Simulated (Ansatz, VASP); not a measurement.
Two plane-wave programs on Zr3S2

The input INCAR:

```
SYSTEM = Zr3S2
  PREC = Accurate
  ENCUT = 520
  EDIFF = 1E-6
  ISMEAR = -1
  SIGMA = 0.05
  LREAL = .FALSE.
  LASPH = .TRUE.
  NELM = 60
  ALGO = Normal
  ISIF = 2
  LWAVE = .FALSE.
  LCHARG = .FALSE.
  GGA = PS
  NBANDS = 32
```

File KPOINTS:

```
Automatic mesh
0
G
  5 5 5
  0 0 0
```

The input POSCAR:

```
Zr3S2
1.0
    2.8444872132      1.6422654583      3.4877732718
   -2.8444872132      1.6422654583      3.4877732718
    0.0000000000     -3.2845309165      3.4877732718
Zr S
3 2
Direct
    0.8387270000      0.5000000000      0.1612730000
    0.5000000000      0.1612730000      0.8387270000
    0.1612730000      0.8387270000      0.5000000000
    0.6650230000      0.6650230000      0.6650230000
    0.3349770000      0.3349770000      0.3349770000
```

Contents of input.yaml:

```yaml
crystal:
  lattice:
    - [2.8444872132, 1.6422654583, 3.4877732718]
    - [-2.8444872132, 1.6422654583, 3.4877732718]
    - [0.0, -3.2845309165, 3.4877732718]
  atoms:
    - { symbol: Zr, position: [0.838727, 0.5, 0.161273] }
    - { symbol: Zr, position: [0.5, 0.161273, 0.838727] }
    - { symbol: Zr, position: [0.161273, 0.838727, 0.5] }
    - { symbol: S, position: [0.665023, 0.665023, 0.665023] }
    - { symbol: S, position: [0.334977, 0.334977, 0.334977] }
hamiltonian:
  xc: pbesol
  pseudopotentials: { kind: paw }
kpoints:
  mp_grid: { grid: [5, 5, 5] }
scf:
  occupations: { method: fermi_dirac, width: 0.05 }
output:
  forces: true
  stress: true
  eigenvalues: true
```

Alike in both runs: task single point; functional PBEsol; k mesh 5 × 5 × 5; occupations fermi-dirac, width 0.05 eV; no spin polarisation.

```csv
,VASP,Ansatz
version,VASP 6.6.1,Ansatz 0.2.0
potentials or method,"VASP PAW PBE potentials, release 64 (Zr_sv, S)",Ansatz PAW
plane-wave cutoff (eV),520,420
valence electrons in the cell,48,48
```

Ansatz gave:

* gap on the k mesh at the Fermi level (eV): none
* pressure (GPa): -0.4
* traceless stress, the component that is largest in VASP (GPa): -1.58
* rms of the force components (eV/Å): 0.013

Task: What did VASP give for the same quantities?

Result: gap on the k mesh at the Fermi level (eV): none; pressure (GPa): -0.2; traceless stress, the component that is largest in VASP (GPa): -1.51; rms of the force components (eV/Å): 0.010.

VASP's potentials were made for PBE, not for PBEsol. Atom by atom the forces differ by 0.003 eV/Å (rms over components). A gap of «none» marks a metal or a gap that the smearing closes.
